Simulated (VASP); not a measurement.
# Ge2Sb2Te5 in VASP: a series of runs

Aim: see how the results for Ge2Sb2Te5 move with the level of theory and the settings. Levels: LDA, PBE, revPBE, BLYP. Tasks: single point.

All numbers are computed with VASP 6.6.1; they aren't measurements. Logs are shortened: lines on timing, memory, paths and dates and some standing lists are left out, and cuts for length are marked.

## Step 1: The cell of the first run

The structure is trigonal, space group P-3m1 (No. 164). Conventional cell: a = 4.191 Å, b = 4.191 Å, c = 16.789 Å, α = 90.00°, β = 90.00°, γ = 120.00°. Te (site symmetry 3m) has 3 Sb at 2.96 Å and 3 Te at 3.66 Å within 3.9 Å. Te (site symmetry 3m) has 3 Ge at 2.92 Å and 3 Sb at 3.14 Å within 3.8 Å. Within 3.9 Å of Te (site symmetry -3m) lie 6 Ge at 2.95 Å. Sb (site symmetry 3m) has 6 Te at 2.96 to 3.14 Å within 3.9 Å. Ge (site symmetry 3m) has 6 Te at 2.92 to 2.95 Å within 3.8 Å.

## Step 2: Single point, LDA

File INCAR:

```
SYSTEM = Ge2Sb2Te5
  ALGO = Normal
  EDIFF = 1E-7
  ENCUT = 520
  ISIF = 2
  ISMEAR = -1
  LASPH = .True.
  LCHARG = .False.
  LREAL = .False.
  LWAVE = .False.
  NBANDS = 44
  NELM = 80
  PREC = Accurate
  SIGMA = 0.05
```

File KPOINTS:

```
k-points
0
Gamma
  5 5 2
  0 0 0
```

File POSCAR:

```
Ge2Sb2Te5
1.0
    4.1907041252      0.0000000000      0.0000000000
   -2.0953520626      3.6292562322      0.0000000000
    0.0000000000      0.0000000000     16.7892119554
Te Sb Ge
5 2 2
Direct
    0.6666666667      0.3333333333      0.4183147173
    0.3333333333      0.6666666667      0.5816852827
    0.3333333333      0.6666666667      0.1976096565
    0.6666666667      0.3333333333      0.8023903435
    0.0000000000      0.0000000000      0.0000000000
    0.0000000000      0.0000000000      0.3167223260
    0.0000000000      0.0000000000      0.6832776740
    0.6666666667      0.3333333333      0.1005319952
    0.3333333333      0.6666666667      0.8994680048
```

Potentials or basis: VASP PAW LDA potentials, release 64 (Te, Sb, Ge_d).

Launch:

```sh
> cat potpaw_LDA.64/Te/POTCAR potpaw_LDA.64/Sb/POTCAR potpaw_LDA.64/Ge_d/POTCAR > POTCAR
> mpirun -np 1 vasp_std > vasp.out
```

OUTCAR:

```text
SYSTEM = Ge2Sb2Te5
   EDIFF = 1E-7
   ENCUT = 520
   ISIF = 2
   ISMEAR = -1
   LASPH = .True.
   LREAL = .False.
   NELM = 80
   PREC = Accurate

 ion  position               nearest neighbor table
   1  0.667  0.333  0.418-   6 2.96   6 2.96   6 2.96   2 3.66   2 3.66   2 3.66
   2  0.333  0.667  0.582-   7 2.96   7 2.96   7 2.96   1 3.66   1 3.66   1 3.66
   3  0.333  0.667  0.198-   8 2.92   8 2.92   8 2.92   6 3.14   6 3.14   6 3.14
   4  0.667  0.333  0.802-   9 2.92   9 2.92   9 2.92   7 3.14   7 3.14   7 3.14
   5  0.000  0.000  0.000-   8 2.95   9 2.95   8 2.95   9 2.95   8 2.95   9 2.95
   6  0.000  0.000  0.317-   1 2.96   1 2.96   1 2.96   3 3.14   3 3.14   3 3.14
   7  0.000  0.000  0.683-   2 2.96   2 2.96   2 2.96   4 3.14   4 3.14   4 3.14
   8  0.667  0.333  0.101-   3 2.92   3 2.92   3 2.92   5 2.95   5 2.95   5 2.95
   9  0.333  0.667  0.899-   4 2.92   4 2.92   4 2.92   5 2.95   5 2.95   5 2.95

  LATTYP: Found a hexagonal cell.
 ALAT       =     4.1907041252
 C/A-ratio  =     4.0062985727

  Lattice vectors:

 A1 = (   4.1907041252,   0.0000000000,   0.0000000000)
 A2 = (  -2.0953520626,   3.6292562322,   0.0000000000)
 A3 = (   0.0000000000,   0.0000000000,  16.7892119554)

Analysis of symmetry for initial positions (statically):
=====================================================================
 Subroutine PRICEL returns:
 Original cell was already a primitive cell.

 Routine SETGRP: Setting up the symmetry group for a
 hexagonal supercell.

 Subroutine GETGRP returns: Found 12 space group operations
 (whereof 12 operations were pure point group operations)
 out of a pool of 24 trial point group operations.

The static configuration has the point symmetry D_3d.

Analysis of symmetry for dynamics (positions and initial velocities):
=====================================================================
 Subroutine PRICEL returns:
 Original cell was already a primitive cell.

 Routine SETGRP: Setting up the symmetry group for a
 hexagonal supercell.

 Subroutine GETGRP returns: Found 12 space group operations
 (whereof 12 operations were pure point group operations)
 out of a pool of 24 trial point group operations.

The dynamic configuration has the point symmetry D_3d.

 Subroutine INISYM returns: Found 12 space group operations
 (whereof 12 operations are pure point group operations),
[... 98 lines left out ...]
   NSW    =      0    number of steps for IOM
   IBRION =     -1    ionic relax: 0-MD 1-quasi-New 2-CG
   NFREE  =      0    steps in history (QN), initial steepest desc. (CG)
   ISIF   =      2    stress and relaxation
   ISYM   =      2    0-nonsym 1-usesym 2-fastsym
   POTIM  = 0.5000    time-step for ionic-motion
   TEBEG  =    0.0;   TEEND  =   0.0 temperature during run
   PSTRESS=    0.0 pullay stress
   NELECT =      68.0000    total number of electrons
   NUPDOWN=      -1.0000    fix difference up-down
   EMIN   =  10.00;   EMAX   =-10.00  energy-range for DOS
   EFERMI =   0.00;   METHOD = LEGACY
   ISMEAR =    -1;   SIGMA  =   0.05  broadening in eV -4-tet -1-fermi 0-gaus
   EFERMI_NEDOS =   21; number of points for ismear=-14 and -15
   IALGO  =     38    algorithm
   IMIX   =      4    mixing-type and parameters
     AMIX     =   0.40;   BMIX     =  1.00
     AMIX_MAG =   1.60;   BMIX_MAG =  1.00
  volume/ion in A,a.u.               =      28.37       191.46
  Fermi-wavevector in a.u.,A,eV,Ry     =   1.053253  1.990360 15.093521  1.109342
  Thomas-Fermi vector in A             =   2.188368
   LORBIT       =      0    0 simple, 1 ext, 2 COOP (PROOUT), +10 PAW based schemes
   GGA     = CA    functional components
   LHFCALC =     F    Hartree Fock is set to
   AEXX    =    0.0000 exact exchange contribution
   IVDW    =     0    specifies the selected vdW correction
   LEPSILON=     F    determine dielectric tensor
   LRPA    =     F    only Hartree local field effects (RPA)
 non-spin polarized calculation
  energy-cutoff  :      520.00
  volume of cell :      255.35
 maximum number of plane-waves:      6902
 NGX is ok and might be reduce to    32
   NGX = 15   NGY = 15   NGZ = 63

 number of electron      68.0000007 magnetization

 Free energy of the ion-electron system (eV)
  ---------------------------------------------------
  ext. energy  EPLUGINS =         0.00000000
  ---------------------------------------------------
  free energy    TOTEN  =       -39.98651712 eV

  energy without entropy =      -39.98230172  energy(sigma->0) =      -39.98440942

 E-fermi :   7.0081     XC(G=0):  -9.9412

 val. band max:        6.9834450276   @ k =   0.0000   0.0000   0.0000
 cond. band min:       7.0884461363   @ k =   0.0000   0.0000   0.0000
 fundamental gap:      0.1050011088
 Fermi energy:         7.0080686625

 k-point     1 :       0.0000    0.0000    0.0000
  band No.  band energies     occupation
      1     -18.1456      2.00000
      2     -18.1456      2.00000
      3     -18.1444      2.00000
      4     -18.1444      2.00000
      5     -18.1360      2.00000
      6     -18.1360      2.00000
[... 459 lines left out ...]
     43      10.6061      0.00000
     44      10.7298      0.00000

------------------------ aborting loop because EDIFF is reached ----------------------------------------

  FORCE on cell =-STRESS in cart. coord.  units (eV):
  Direction    XX          YY          ZZ          XY          YZ          ZX
  --------------------------------------------------------------------------------------
  -------------------------------------------------------------------------------------
  Total        0.2298234      0.2298234      0.2545742     -0.0000000     -0.0000000      0.0000000
  in kB        1.4420154      1.4420154      1.5973133     -0.0000000     -0.0000000      0.0000000
  external PRESSURE =       1.4937814 kB  Pullay stress =       0.0000000 kB

 VOLUME and BASIS-vectors are now :
 -----------------------------------------------------------------------------
  energy-cutoff  :      520.00
  volume of cell :      255.35
      direct lattice vectors                 reciprocal lattice vectors
     4.190704125  0.000000000  0.000000000     0.238623384  0.137769275  0.000000000
    -2.095352063  3.629256232  0.000000000     0.000000000  0.275538550  0.000000000
     0.000000000  0.000000000 16.789211955     0.000000000  0.000000000  0.059562057

 POSITION                                       TOTAL-FORCE (eV/Angst)
 -----------------------------------------------------------------------------------
      2.09535      1.20975      7.02317         0.000000      0.000000      0.047507
     -0.00000      2.41950      9.76604         0.000000      0.000000     -0.047507
     -0.00000      2.41950      3.31771        -0.000000      0.000000      0.000143
      2.09535      1.20975     13.47150         0.000000     -0.000000     -0.000143
      0.00000      0.00000      0.00000         0.000000      0.000000      0.000000
      0.00000      0.00000      5.31752         0.000000      0.000000     -0.037515
      0.00000      0.00000     11.47169         0.000000      0.000000      0.037515
      2.09535      1.20975      1.68785         0.000000      0.000000      0.002062
     -0.00000      2.41950     15.10136        -0.000000     -0.000000     -0.002062
 -----------------------------------------------------------------------------------
    total drift:                               -0.000000      0.000000      0.000000

  FREE ENERGIE OF THE ION-ELECTRON SYSTEM (eV)
  ---------------------------------------------------
  free  energy   TOTEN  =       -39.9865171200 eV

  energy  without entropy=      -39.9823017201  energy(sigma->0) =      -39.98440942
```

Wall time 76 s (1 thread of Intel Xeon 6975P-C (Granite Rapids), shared host); peak memory 0.33 GiB.

Results:

- Free energy: -39.9865 eV
- Pressure: 0.1 GPa
- Largest force: 0.048 eV/Å
- Band gap on the k mesh: 0.10 eV, direct

Forces in eV/Å, atoms in the order of the input:
```
Te   0.000  0.000  0.048
Te   0.000  0.000 -0.048
Te   0.000  0.000  0.000
Te   0.000  0.000  0.000
Te   0.000  0.000  0.000
Sb   0.000  0.000 -0.038
Sb   0.000  0.000  0.038
Ge   0.000  0.000  0.002
Ge   0.000  0.000 -0.002
```

Caveat: spin-orbit coupling is left out, which moves the levels of the heavy elements. A k mesh can miss the band edges.

## Step 3: Single point, PBE

This run uses another cell than the first one, of 30.34 Å³/atom, 1.069 times its volume.

File INCAR:

```
SYSTEM = Ge2Sb2Te5
  PREC = Accurate
  ENCUT = 520
  EDIFF = 1E-6
  ISMEAR = -1
  SIGMA = 0.05
  LREAL = .False.
  LASPH = .True.
  NELM = 100
  ALGO = Normal
  ISIF = 2
  LWAVE = .False.
  LCHARG = .False.
  GGA = PE
  NBANDS = 44
```

File KPOINTS:

```
regular mesh
0
Gamma
  5 5 2
  0 0 0
```

File POSCAR:

```
Ge2Sb2Te5
1.0
    4.2940644248      0.0429406442      0.0000000000
   -2.1098445236      3.6972985553      0.0000000000
    0.0000000000      0.0000000000     17.1013460000
Te Sb Ge
5 2 2
Direct
    0.6666666667      0.3333333333      0.4198920000
    0.3333333333      0.6666666667      0.5801080000
    0.3333333333      0.6666666667      0.2015420000
    0.6666666667      0.3333333333      0.7984580000
    0.0000000000      0.0000000000      0.0000000000
    0.0000000000      0.0000000000      0.3200680000
    0.0000000000      0.0000000000      0.6799320000
    0.6666666667      0.3333333333      0.1028950000
    0.3333333333      0.6666666667      0.8971050000
```

Potentials or basis: VASP PAW PBE potentials, release 64 (Te, Sb, Ge_d).

Launch:

```sh
> cat potpaw_PBE.64/Te/POTCAR potpaw_PBE.64/Sb/POTCAR potpaw_PBE.64/Ge_d/POTCAR > POTCAR
> mpirun -np 1 vasp_std > vasp.out
```

OUTCAR:

```text
SYSTEM = Ge2Sb2Te5
   PREC = Accurate
   ENCUT = 520
   EDIFF = 1E-6
   ISMEAR = -1
   LREAL = .False.
   LASPH = .True.
   NELM = 100
   ISIF = 2
   GGA = PE

 ion  position               nearest neighbor table
   1  0.667  0.333  0.420-   6 2.99   6 3.01   6 3.03   2 3.68
   2  0.333  0.667  0.580-   7 2.99   7 3.01   7 3.03   1 3.68
   3  0.333  0.667  0.202-   8 2.98   8 3.00   8 3.02   6 3.19   6 3.20   6 3.22
   4  0.667  0.333  0.798-   9 2.98   9 3.00   9 3.02   7 3.19   7 3.20   7 3.22
   5  0.000  0.000  0.000-   8 3.02   9 3.02   9 3.04   8 3.04   8 3.06   9 3.06
   6  0.000  0.000  0.320-   1 2.99   1 3.01   1 3.03   3 3.19   3 3.20   3 3.22
   7  0.000  0.000  0.680-   2 2.99   2 3.01   2 3.03   4 3.19   4 3.20   4 3.22
   8  0.667  0.333  0.103-   3 2.98   3 3.00   3 3.02   5 3.02   5 3.04   5 3.06
   9  0.333  0.667  0.897-   4 2.98   4 3.00   4 3.02   5 3.02   5 3.04   5 3.06

  Warning from LATTYP: Monoclinic adjustment (A1->A3, A2->A1, A3->A2)!
  LATTYP: Found a simple monoclinic cell.
 ALAT       =     4.2569308804
 B/A-ratio  =     4.0172947319
 C/A-ratio  =     1.0087735139
 COS(beta)  =    -0.4869160342

  Lattice vectors:

 A1 = (  -2.1098445236,   3.6972985553,   0.0000000000)
 A2 = (   0.0000000000,   0.0000000000,  17.1013460000)
 A3 = (   4.2940644248,   0.0429406442,   0.0000000000)

Analysis of symmetry for initial positions (statically):
=====================================================================
 Subroutine PRICEL returns:
 Original cell was already a primitive cell.

 Routine SETGRP: Setting up the symmetry group for a
 simple monoclinic supercell.

 Subroutine GETGRP returns: Found  2 space group operations
 (whereof  2 operations were pure point group operations)
 out of a pool of  4 trial point group operations.

The static configuration has the point symmetry S_2 .

Analysis of symmetry for dynamics (positions and initial velocities):
=====================================================================
 Subroutine PRICEL returns:
 Original cell was already a primitive cell.

 Routine SETGRP: Setting up the symmetry group for a
 simple monoclinic supercell.

 Subroutine GETGRP returns: Found  2 space group operations
 (whereof  2 operations were pure point group operations)
 out of a pool of  4 trial point group operations.

The dynamic configuration has the point symmetry S_2 .

 Subroutine INISYM returns: Found  2 space group operations
 (whereof  2 operations are pure point group operations),
 and found     1 'primitive' translations

----------------------------------------------------------------------------------------

                                     Primitive cell

  volume of cell :     273.0578

  direct lattice vectors                    reciprocal lattice vectors
     4.294064425  0.042940644  0.000000000     0.231558224  0.132137517  0.000000000
    -2.109844524  3.697298555  0.000000000    -0.002689331  0.268933091  0.000000000
     0.000000000  0.000000000 17.101346000     0.000000000  0.000000000  0.058474929

  length of vectors
     4.294279123  4.256930880 17.101346000     0.266607453  0.268946538  0.058474929

  position of ions in fractional coordinates (direct lattice)
     0.666666667  0.333333333  0.419892000
     0.333333333  0.666666667  0.580108000
     0.333333333  0.666666667  0.201542000
[... 69 lines left out ...]
  0.200000  0.400000  0.500000      2.000000
  0.400000  0.400000  0.500000      2.000000
 [... further k-points ...]
   k-points           NKPTS =     26   k-points in BZ     NKDIM =     26   number of bands    NBANDS=     44
   number of dos      NEDOS =    301   number of ions     NIONS =      9
   total plane-waves  NPLWV = 131072
   dimension x,y,z NGX =    32 NGY =   32 NGZ =  128
   dimension x,y,z NGXF=    64 NGYF=   64 NGZF=  256
   ions per type =               5   2   2
   NGX,Y,Z   is equivalent  to a cutoff of  12.39, 12.50, 12.44 a.u.
   NGXF,Y,Z  is equivalent  to a cutoff of  24.78, 24.99, 24.89 a.u.
 SYSTEM =  Ge2Sb2Te5
   PREC   = accura    normal or accurate (medium, high low for compatibility)
   ISTART =      0    job   : 0-new  1-cont  2-samecut
   ICHARG =      2    charge: 1-file 2-atom 10-const
   ISPIN  =      1    spin polarized calculation?
   LNONCOLLINEAR =      F non collinear calculations
   LSORBIT =      F    spin-orbit coupling
   LASPH  =      T    aspherical Exc in radial PAW
   ENCUT  =  520.0 eV  38.22 Ry    6.18 a.u.   7.98  7.92 31.80*2*pi/ulx,y,z
   NELM   =    100;   NELMIN=  2; NELMDL= -5     # of ELM steps
   EDIFF  = 0.1E-05   stopping-criterion for ELM
   LREAL  =      F    real-space projection
   EDIFFG = 0.1E-04   stopping-criterion for IOM
   NSW    =      0    number of steps for IOM
   IBRION =     -1    ionic relax: 0-MD 1-quasi-New 2-CG
   NFREE  =      0    steps in history (QN), initial steepest desc. (CG)
   ISIF   =      2    stress and relaxation
   ISYM   =      2    0-nonsym 1-usesym 2-fastsym
   POTIM  = 0.5000    time-step for ionic-motion
   TEBEG  =    0.0;   TEEND  =   0.0 temperature during run
   PSTRESS=    0.0 pullay stress
   NELECT =      68.0000    total number of electrons
   NUPDOWN=      -1.0000    fix difference up-down
   EMIN   =  10.00;   EMAX   =-10.00  energy-range for DOS
   EFERMI =   0.00;   METHOD = LEGACY
   ISMEAR =    -1;   SIGMA  =   0.05  broadening in eV -4-tet -1-fermi 0-gaus
   EFERMI_NEDOS =   21; number of points for ismear=-14 and -15
   IALGO  =     38    algorithm
   IMIX   =      4    mixing-type and parameters
     AMIX     =   0.40;   BMIX     =  1.00
     AMIX_MAG =   1.60;   BMIX_MAG =  1.00
  volume/ion in A,a.u.               =      30.34       204.74
  Fermi-wavevector in a.u.,A,eV,Ry     =   1.029974  1.946369 14.433692  1.060846
  Thomas-Fermi vector in A             =   2.164049
   LORBIT       =      0    0 simple, 1 ext, 2 COOP (PROOUT), +10 PAW based schemes
   GGA     = PE    functional components
   LHFCALC =     F    Hartree Fock is set to
   AEXX    =    0.0000 exact exchange contribution
   IVDW    =     0    specifies the selected vdW correction
   LEPSILON=     F    determine dielectric tensor
   LRPA    =     F    only Hartree local field effects (RPA)
 non-spin polarized calculation
  energy-cutoff  :      520.00
  volume of cell :      273.06
 maximum number of plane-waves:      7384
   NGX = 15   NGY = 15   NGZ = 63

 number of electron      68.0000002 magnetization

 Free energy of the ion-electron system (eV)
  ---------------------------------------------------
  ext. energy  EPLUGINS =         0.00000000
  ---------------------------------------------------
  free energy    TOTEN  =       -33.97715046 eV

  energy without entropy =      -33.97467030  energy(sigma->0) =      -33.97591038

 E-fermi :   6.3151     XC(G=0):  -9.4270

 val. band max:        6.2357438887   @ k =   0.0000   0.0000   0.0000
 cond. band min:       6.4078416651   @ k =   0.0000   0.0000   0.0000
 fundamental gap:      0.1720977765
 Fermi energy:         6.3151189232

 k-point     1 :       0.0000    0.0000    0.0000
  band No.  band energies     occupation
      1     -18.7483      2.00000
      2     -18.7477      2.00000
      3     -18.7449      2.00000
      4     -18.7441      2.00000
      5     -18.7427      2.00000
      6     -18.7420      2.00000
[... 1117 lines left out ...]
     43      10.0683      0.00000
     44      10.1068      0.00000

 [... further k-points ...]

------------------------ aborting loop because EDIFF is reached ----------------------------------------

  FORCE on cell =-STRESS in cart. coord.  units (eV):
  Direction    XX          YY          ZZ          XY          YZ          ZX
  --------------------------------------------------------------------------------------
  -------------------------------------------------------------------------------------
  Total        0.4706533      0.4412557      0.6489843     -1.2286635      0.0296100     -0.8006603
  in kB        2.7615766      2.5890847      3.8079404     -7.2092311      0.1737380     -4.6979057
  external PRESSURE =       3.0528672 kB  Pullay stress =       0.0000000 kB

 VOLUME and BASIS-vectors are now :
 -----------------------------------------------------------------------------
  energy-cutoff  :      520.00
  volume of cell :      273.06
      direct lattice vectors                 reciprocal lattice vectors
     4.294064425  0.042940644  0.000000000     0.231558224  0.132137517  0.000000000
    -2.109844524  3.697298555  0.000000000    -0.002689331  0.268933091  0.000000000
     0.000000000  0.000000000 17.101346000     0.000000000  0.000000000  0.058474929

 POSITION                                       TOTAL-FORCE (eV/Angst)
 -----------------------------------------------------------------------------------
      2.15943      1.26106      7.18072        -0.054568      0.003187     -0.097954
      0.02479      2.47918      9.92063         0.054568     -0.003187      0.097954
      0.02479      2.47918      3.44664         0.011633      0.000110     -0.079609
      2.15943      1.26106     13.65471        -0.011633     -0.000110      0.079609
      0.00000      0.00000      0.00000        -0.000000      0.000000      0.000000
      0.00000      0.00000      5.47359         0.013535     -0.001883     -0.045970
      0.00000      0.00000     11.62775        -0.013535      0.001883      0.045970
      2.15943      1.26106      1.75964         0.001946     -0.000036     -0.046125
      0.02479      2.47918     15.34170        -0.001946      0.000036      0.046125
 -----------------------------------------------------------------------------------
    total drift:                               -0.000000      0.000000     -0.000000

  FREE ENERGIE OF THE ION-ELECTRON SYSTEM (eV)
  ---------------------------------------------------
  free  energy   TOTEN  =       -33.9771504595 eV

  energy  without entropy=      -33.9746703017  energy(sigma->0) =      -33.97591038
```

Run time: 7.7 min. Hardware: 1 thread of AMD EPYC 7R13 (Zen 3), shared host; peak memory 0.5 GiB.

What came out:

- Free energy: -33.9772 eV
- Pressure: 0.3 GPa
- Largest force: 0.112 eV/Å
- Band gap on the k mesh: 0.17 eV, direct

Forces on the atoms (eV/Å):
```
Te  -0.055  0.003 -0.098
Te   0.055 -0.003  0.098
Te   0.012  0.000 -0.080
Te  -0.012  0.000  0.080
Te   0.000  0.000  0.000
Sb   0.014 -0.002 -0.046
Sb  -0.014  0.002  0.046
Ge   0.002  0.000 -0.046
Ge  -0.002  0.000  0.046
```

Caveat: spin-orbit coupling is left out, which moves the levels of the heavy elements. A k mesh can miss the band edges.

[end of part 1 of 2]
